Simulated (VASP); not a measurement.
# HfSi2N2 (Fmmm) in VASP: further runs

HfSi2N2 is run at these levels: PBE; tasks: single point.

Program: VASP 6.6.1. These are calculated values, not measurements. Logs are shortened: lines on timing, memory, paths and dates and some standing lists are left out, and cuts for length are marked.

## (1) The cell of the first run

Symmetry: Fmmm, No. 69, orthorhombic system. The conventional cell has a = 4.587 Å, b = 6.803 Å, c = 7.647 Å, α = 90.00°, β = 90.00°, γ = 90.00°. Hf (site symmetry mmm) has 6 N at 2.48 to 2.66 Å and 8 Si at 2.80 Å within 3.3 Å. Si (site symmetry 222) has 4 N at 2.13 Å and 2 Si at 2.29 Å and 4 Hf at 2.80 Å within 2.9 Å. Within 2.8 Å of N (site symmetry mm2) lie 4 Si at 2.13 Å and 3 Hf at 2.48 to 2.66 Å and 3 N at 2.56 to 2.70 Å.

The cell was generated, and may not be a known phase.

## (2) Single point, PBE

File INCAR:

```
SYSTEM = HfSi2N2
ALGO     = Normal         ! electronic algorithm
EDIFF    = 1E-6           ! SCF threshold, eV
ENCUT    = 520            ! plane-wave cutoff, eV
GGA      = PE             ! functional
ISIF     = 2              ! what is computed and relaxed
ISMEAR   = 0              ! smearing method
LASPH    = .TRUE.         ! aspherical terms in the spheres
LCHARG   = .TRUE.         ! write CHGCAR
LELF     = .TRUE.         ! ELF
LREAL    = .FALSE.        ! projectors in reciprocal space
LVHAR    = .TRUE.       
LWAVE    = .FALSE.        ! write WAVECAR
NBANDS   = 22             ! bands
NELM     = 100            ! most SCF steps
PREC     = Accurate       ! precision mode
SIGMA    = 0.1            ! smearing width, eV
```

File KPOINTS:

```
k-points
0
G
  6 6 6
  0 0 0
```

File POSCAR:

```
HfSi2N2
1.0
    0.0000000000      3.4015761458      3.8233858232
    2.2936885853      0.0000000000      3.8233858232
    2.2936885853      3.4015761458      0.0000000000
Hf Si N
1 2 2
Direct
    0.0000000000      0.0000000000      0.0000000000
    0.7500000000      0.7500000000      0.7500000000
    0.2500000000      0.2500000000      0.2500000000
    0.3237378554      0.3237378554      0.6762621446
    0.6762621446      0.6762621446      0.3237378554
```

Potentials or basis: VASP PAW PBE potentials, release 64 (Hf_pv, Si, N).

On the command line:

```bash
$ cat potpaw_PBE.64/Hf_pv/POTCAR potpaw_PBE.64/Si/POTCAR potpaw_PBE.64/N/POTCAR > POTCAR
$ mpirun -np 1 vasp_std > vasp.out
```

OUTCAR:

```text
SYSTEM = HfSi2N2
   EDIFF = 1E-6
   ENCUT = 520
   GGA = PE
   ISIF = 2
   ISMEAR = 0
   LASPH = .TRUE.
   LREAL = .FALSE.
   NELM = 100
   PREC = Accurate

 ion  position               nearest neighbor table
   1  0.000  0.000  0.000-   4 2.48   5 2.48   5 2.66   5 2.66   4 2.66   4 2.66   3 2.80   2 2.80
                             2 2.80   3 2.80   3 2.80   2 2.80   2 2.80   3 2.80
   2  0.750  0.750  0.750-   5 2.13   5 2.13   4 2.13   4 2.13   3 2.29   3 2.29   1 2.80   1 2.80
                             1 2.80   1 2.80
   3  0.250  0.250  0.250-   4 2.13   4 2.13   5 2.13   5 2.13   2 2.29   2 2.29   1 2.80   1 2.80
                             1 2.80   1 2.80
   4  0.324  0.324  0.676-   3 2.13   3 2.13   2 2.13   2 2.13   1 2.48   1 2.66   1 2.66
   5  0.676  0.676  0.324-   2 2.13   2 2.13   3 2.13   3 2.13   1 2.48   1 2.66   1 2.66

  LATTYP: Found a face centered orthorhombic cell.
 ALAT       =     4.5873771706
 B/A-ratio  =     1.4830156838
 C/A-ratio  =     1.6669158349

  Lattice vectors:

 A1 = (   0.0000000000,   3.4015761458,   3.8233858232)
 A2 = (   2.2936885853,   0.0000000000,   3.8233858232)
 A3 = (   2.2936885853,   3.4015761458,   0.0000000000)

Analysis of symmetry for initial positions (statically):
=====================================================================
 Subroutine PRICEL returns:
 Original cell was already a primitive cell.

 Routine SETGRP: Setting up the symmetry group for a
 face centered orthorhombic supercell.

 Subroutine GETGRP returns: Found  8 space group operations
 (whereof  8 operations were pure point group operations)
 out of a pool of  8 trial point group operations.

The static configuration has the point symmetry D_2h.

Analysis of symmetry for dynamics (positions and initial velocities):
=====================================================================
 Subroutine PRICEL returns:
 Original cell was already a primitive cell.

 Routine SETGRP: Setting up the symmetry group for a
 face centered orthorhombic supercell.

 Subroutine GETGRP returns: Found  8 space group operations
 (whereof  8 operations were pure point group operations)
 out of a pool of  8 trial point group operations.

The dynamic configuration has the point symmetry D_2h.

 Subroutine INISYM returns: Found  8 space group operations
 (whereof  8 operations are pure point group operations),
 and found     1 'primitive' translations

----------------------------------------------------------------------------------------

[... 102 lines left out ...]
   IBRION =     -1    ionic relax: 0-MD 1-quasi-New 2-CG
   NFREE  =      0    steps in history (QN), initial steepest desc. (CG)
   ISIF   =      2    stress and relaxation
   ISYM   =      2    0-nonsym 1-usesym 2-fastsym
   POTIM  = 0.5000    time-step for ionic-motion
   TEBEG  =    0.0;   TEEND  =   0.0 temperature during run
   PSTRESS=    0.0 pullay stress
   NELECT =      28.0000    total number of electrons
   NUPDOWN=      -1.0000    fix difference up-down
   EMIN   =  10.00;   EMAX   =-10.00  energy-range for DOS
   EFERMI =   0.00;   METHOD = LEGACY
   ISMEAR =     0;   SIGMA  =   0.10  broadening in eV -4-tet -1-fermi 0-gaus
   EFERMI_NEDOS =   21; number of points for ismear=-14 and -15
   IALGO  =     38    algorithm
   IMIX   =      4    mixing-type and parameters
     AMIX     =   0.40;   BMIX     =  1.00
     AMIX_MAG =   1.60;   BMIX_MAG =  1.00
  volume/ion in A,a.u.               =      11.93        80.52
  Fermi-wavevector in a.u.,A,eV,Ry     =   1.272223  2.404153 22.021729  1.618551
  Thomas-Fermi vector in A             =   2.405113
   LORBIT       =      0    0 simple, 1 ext, 2 COOP (PROOUT), +10 PAW based schemes
   GGA     = PE    functional components
   LHFCALC =     F    Hartree Fock is set to
   AEXX    =    0.0000 exact exchange contribution
   IVDW    =     0    specifies the selected vdW correction
   LEPSILON=     F    determine dielectric tensor
   LRPA    =     F    only Hartree local field effects (RPA)
 non-spin polarized calculation
 Gauss-broadening in eV      SIGMA  =   0.10
  energy-cutoff  :      520.00
  volume of cell :       59.66
 maximum number of plane-waves:      1632
 NGX is ok and might be reduce to    40
   NGX = 19   NGY = 17   NGZ = 15

 number of electron      28.0000001 magnetization

 Free energy of the ion-electron system (eV)
  ---------------------------------------------------
  ext. energy  EPLUGINS =         0.00000000
  ---------------------------------------------------
  free energy    TOTEN  =       -35.41421574 eV

  energy without entropy =      -35.40848007  energy(sigma->0) =      -35.41134791

 E-fermi :   8.5335     XC(G=0): -11.8137

 val. band max:        8.4873213417   @ k =  -0.1667   0.1667   0.1667
 cond. band min:       8.5429696122   @ k =   0.5000   0.0000   0.5000
 fundamental gap:      0.0556482704
 Fermi energy:         8.5335239976

 k-point     1 :       0.0000    0.0000    0.0000
  band No.  band energies     occupation
      1     -22.9165      2.00000
      2     -22.8900      2.00000
      3     -22.7106      2.00000
      4      -9.3964      2.00000
      5      -5.3052      2.00000
      6       0.7729      2.00000
[... 589 lines left out ...]
     21      14.8229      0.00000
     22      14.8914      0.00000

 [... further k-points ...]

------------------------ aborting loop because EDIFF is reached ----------------------------------------

  FORCE on cell =-STRESS in cart. coord.  units (eV):
  Direction    XX          YY          ZZ          XY          YZ          ZX
  --------------------------------------------------------------------------------------
  -------------------------------------------------------------------------------------
  Total       -0.3338562      0.0640273     -0.3767845      0.0000000      0.0000000      0.0000000
  in kB       -8.9655573      1.7194234    -10.1183757      0.0000000      0.0000000      0.0000000
  external PRESSURE =      -5.7881699 kB  Pullay stress =       0.0000000 kB

 VOLUME and BASIS-vectors are now :
 -----------------------------------------------------------------------------
  energy-cutoff  :      520.00
  volume of cell :       59.66
      direct lattice vectors                 reciprocal lattice vectors
     0.000000000  3.401576146  3.823385823    -0.217989488  0.146990683  0.130774142
     2.293688585  0.000000000  3.823385823     0.217989488 -0.146990683  0.130774142
     2.293688585  3.401576146  0.000000000     0.217989488  0.146990683 -0.130774142

 POSITION                                       TOTAL-FORCE (eV/Angst)
 -----------------------------------------------------------------------------------
      0.00000      0.00000      0.00000        -0.000000     -0.000000      0.000000
      3.44053      5.10236      5.73508         0.000000     -0.000000      0.000000
      1.14684      1.70079      1.91169         0.000000      0.000000      0.000000
      2.29369      3.40158      2.47555        -0.000000     -0.000000     -0.023869
      2.29369      3.40158      5.17122        -0.000000     -0.000000      0.023869
 -----------------------------------------------------------------------------------
    total drift:                               -0.000000      0.000000      0.000000

  FREE ENERGIE OF THE ION-ELECTRON SYSTEM (eV)
  ---------------------------------------------------
  free  energy   TOTEN  =       -35.4142157376 eV

  energy  without entropy=      -35.4084800734  energy(sigma->0) =      -35.41134791
```

stdout:

```text
POSCAR found type information on POSCAR HfSiN
 POSCAR found :  3 types and       5 ions
 scaLAPACK will be used
 LDA part: xc-table for (Slater+PW92), standard interpolation
 POSCAR, INCAR and KPOINTS ok, starting setup
 FFT: planning ... GRIDC
 FFT: planning ... GRID_SOFT
 FFT: planning ... GRID
 WAVECAR not read
 entering main loop
```

Run time: 27 s. Hardware: 1 thread of Intel Xeon 6975P-C (Granite Rapids), shared host; peak memory 0.24 GiB.

What came out:

| Item | Value |
| --- | --- |
| Free energy | -35.4142 eV |
| Pressure | -0.6 GPa |
| Largest force | 0.024 eV/Å |
| Band gap on the k mesh | zero (bands 14 and 15 overlap by 2.94 eV) |

Forces on the atoms (eV/Å):
```
Hf   0.000  0.000  0.000
Si   0.000  0.000  0.000
Si   0.000  0.000  0.000
N    0.000  0.000 -0.024
N    0.000  0.000  0.024
```

Caveat: spin-orbit coupling is left out, which moves the levels of the heavy elements.

## (3) Single point, PBE

File INCAR:

```
  ALGO = Normal
  EDIFF = 1E-7
  ENCUT = 520
  GGA = PE
  ISIF = 2
  ISMEAR = 0
  LASPH = T
  LCHARG = F
  LREAL = F
  LWAVE = F
  NBANDS = 22
  NELM = 60
  PREC = Accurate
  SIGMA = 0.1
```

File KPOINTS:

```
k-points
0
Gamma
  12 12 12
```

File POSCAR:

```
HfSi2N2
1.0
    0.0000000000      3.4203974891      3.8056574033
    2.2946024594      0.0000000000      3.8056574033
    2.2946024594      3.4203974891      0.0000000000
Hf Si N
1 2 2
Direct
    0.0000000000      0.0000000000      0.0000000000
    0.7500000000      0.7500000000      0.7500000000
    0.2500000000      0.2500000000      0.2500000000
    0.3232124086      0.3232124086      0.6767875914
    0.6767875914      0.6767875914      0.3232124086
```

Potentials or basis: VASP PAW PBE potentials, release 64 (Hf_pv, Si, N).

On the command line:

```bash
$ cat potpaw_PBE.64/Hf_pv/POTCAR potpaw_PBE.64/Si/POTCAR potpaw_PBE.64/N/POTCAR > POTCAR
$ mpirun -np 1 vasp_std > vasp.out
```

OUTCAR:

```text
EDIFF = 1E-7
   ENCUT = 520
   GGA = PE
   ISIF = 2
   ISMEAR = 0
   LASPH = T
   LREAL = F
   NELM = 60
   PREC = Accurate

 ion  position               nearest neighbor table
   1  0.000  0.000  0.000-   4 2.46   5 2.46   5 2.66   5 2.66   4 2.66   4 2.66   2 2.80   3 2.80
                             2 2.80   2 2.80   3 2.80   3 2.80   2 2.80   3 2.80
   2  0.750  0.750  0.750-   4 2.13   4 2.13   5 2.13   5 2.13   3 2.29   3 2.29   1 2.80   1 2.80
                             1 2.80   1 2.80
[... 811 lines left out ...]
  -------------------------------------------------------------------------------------
  Total       -0.2696605     -0.0621893     -0.3519795      0.0000000      0.0000000      0.0000000
  in kB       -7.2324299     -1.6679481     -9.4402650      0.0000000      0.0000000      0.0000000
  external PRESSURE =      -6.1135477 kB  Pullay stress =       0.0000000 kB

 VOLUME and BASIS-vectors are now :
 -----------------------------------------------------------------------------
  energy-cutoff  :      520.00
  volume of cell :       59.74
      direct lattice vectors                 reciprocal lattice vectors
     0.000000000  3.420397489  3.805657403    -0.217902669  0.146181840  0.131383345
     2.294602459  0.000000000  3.805657403     0.217902669 -0.146181840  0.131383345
     2.294602459  3.420397489  0.000000000     0.217902669  0.146181840 -0.131383345

 POSITION                                       TOTAL-FORCE (eV/Angst)
 -----------------------------------------------------------------------------------
      0.00000      0.00000      0.00000         0.000000      0.000000     -0.000000
      3.44190      5.13060      5.70849        -0.000000      0.000000     -0.000000
      1.14730      1.71020      1.90283         0.000000     -0.000000     -0.000000
      2.29460      3.42040      2.46007         0.000000      0.000000     -0.009826
      2.29460      3.42040      5.15124         0.000000      0.000000      0.009826
 -----------------------------------------------------------------------------------
    total drift:                               -0.000000      0.000000      0.000000

  FREE ENERGIE OF THE ION-ELECTRON SYSTEM (eV)
  ---------------------------------------------------
  free  energy   TOTEN  =       -35.4176797797 eV

  energy  without entropy=      -35.4116447400  energy(sigma->0) =      -35.41466226
```

Run time: 7.8 min. Hardware: 1 thread of Intel Xeon 6975P-C (Granite Rapids), shared host; peak memory 0.48 GiB.

Results:

```
Free energy            : -35.4177 eV
Pressure               : -0.6 GPa
Largest force          : 0.010 eV/Å
Band gap on the k mesh : zero (bands 14 and 15 overlap by 2.85 eV)
```

Forces on the atoms (eV/Å):
```
Hf   0.000  0.000  0.000
Si   0.000  0.000  0.000
Si   0.000  0.000  0.000
N    0.000  0.000 -0.010
N    0.000  0.000  0.010
```

Caveat: spin-orbit coupling is left out, which moves the levels of the heavy elements.

## (4) Single point, PBE

File INCAR:

```
SYSTEM = HfSi2N2
PREC = Accurate
ENCUT = 520
EDIFF = 1E-6
ISMEAR = 0
SIGMA = 0.1
LREAL = .FALSE.
LASPH = .TRUE.
NELM = 100
ALGO = Normal
ISIF = 2
LWAVE = .FALSE.
LCHARG = .FALSE.
GGA = PE
NBANDS = 22
```

File KPOINTS:

```
Automatic mesh
0
G
  12 12 12
  0 0 0
```

POSCAR is that of step 3.

On the command line:

```bash
$ cat potpaw_PBE.64/Hf_pv/POTCAR potpaw_PBE.64/Si/POTCAR potpaw_PBE.64/N/POTCAR > POTCAR
$ mpirun -np 1 vasp_std > vasp.out
```

Wall time 7.3 min (1 thread of Intel Xeon 6975P-C (Granite Rapids), shared host); peak memory 0.47 GiB.

The run converged. Its results:

| Item | Value |
| --- | --- |
| Free energy | -35.4177 eV |
| Pressure | -0.6 GPa |
| Largest force | 0.010 eV/Å |
| Band gap on the k mesh | zero (bands 14 and 15 overlap by 2.85 eV) |

Forces in eV/Å, atoms in the order of the input:
```
Hf   0.000  0.000  0.000
Si   0.000  0.000  0.000
Si   0.000  0.000  0.000
N    0.000  0.000 -0.010
N    0.000  0.000  0.010
```

Stress tensor (GPa, compression positive):
```
-0.72  0.00  0.00
 0.00 -0.17  0.00
 0.00  0.00 -0.94
```

Levels at points of the mesh, in eV from the Fermi level:
```
           k point  band 11  band 12  band 13  band 14  band 15  band 16  band 17  band 18
(0.00, 0.00, 0.00)    -3.83    -2.84    -2.12    -1.89    -0.11     1.88     2.39     2.72
(0.50, 0.00, 0.00)    -3.28    -2.73    -1.71    -0.77     1.24     1.35     1.63     3.59
(0.50, 0.50, 0.00)    -4.84    -2.27    -2.14    -1.61     0.19     1.91     2.38     2.65
(0.50, 0.00, 0.50)    -2.87    -2.62    -0.06     0.63     1.31     1.79     2.77     2.91
(0.00, 0.50, 0.50)    -2.39    -1.93    -1.51     0.62     1.23     1.67     2.37     2.92
```

Caveat: spin-orbit coupling is left out, which moves the levels of the heavy elements.

The gap in the log of VASP goes by the Fermi energy; the results here count the filled bands.